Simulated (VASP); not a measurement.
Runs of VASP 6.6.1 on BaTiO3. The structure is cubic, space group Pm-3m (No. 221). Conventional cell: a = 4.008 Å, b = 4.008 Å, c = 4.008 Å, α = 90.00°, β = 90.00°, γ = 90.00°. Within 3.7 Å of Ba (site symmetry m-3m) lie 12 O at 2.83 Å and 8 Ti at 3.47 Å. Ti (site symmetry m-3m) has 6 O at 2.00 Å within 2.7 Å. O (site symmetry 4/mmm) has 2 Ti at 2.00 Å within 2.7 Å. 

```csv
level,potentials or basis,cutoff (eV),second run,gap on the mesh (eV),pressure (GPa)
PBE,"VASP PAW PBE potentials, release 64 (Ba_sv, Ti_sv, O_h)",910,hard_potentials,1.85,2.9
r2SCAN,"VASP PAW PBE potentials, release 64 (Ba_sv, Ti_sv, O)",520,-,2.24,(a)
PBE+D4,"VASP PAW PBE potentials, release 64 (Ba_sv, Ti_sv, O)",520,-,1.85,0.3
PBE,"VASP PAW PBE potentials, release 64 (Ba_sv, Ti_sv, O)",520,-,1.85,(b)
```

Alike in all rows: task electric field gradients; no spin polarisation; cell as given; k mesh 5 × 5 × 5; smearing fermi-dirac 0.02 eV.

Fill in the values left out.

(a) 0.1; (b) 3.2.

Caveats: spin-orbit coupling is left out, which moves the levels of the heavy elements; the cutoff is under 1.25 times the usual one of these potentials, so pressure, stress and relaxed cells hold a basis-set (Pulay) error (some runs); the PAW data sets were made with another functional, which shifts forces and pressure a little (some runs).

A k mesh can miss the band edges, and the runs leave out spin-orbit coupling on Ba.
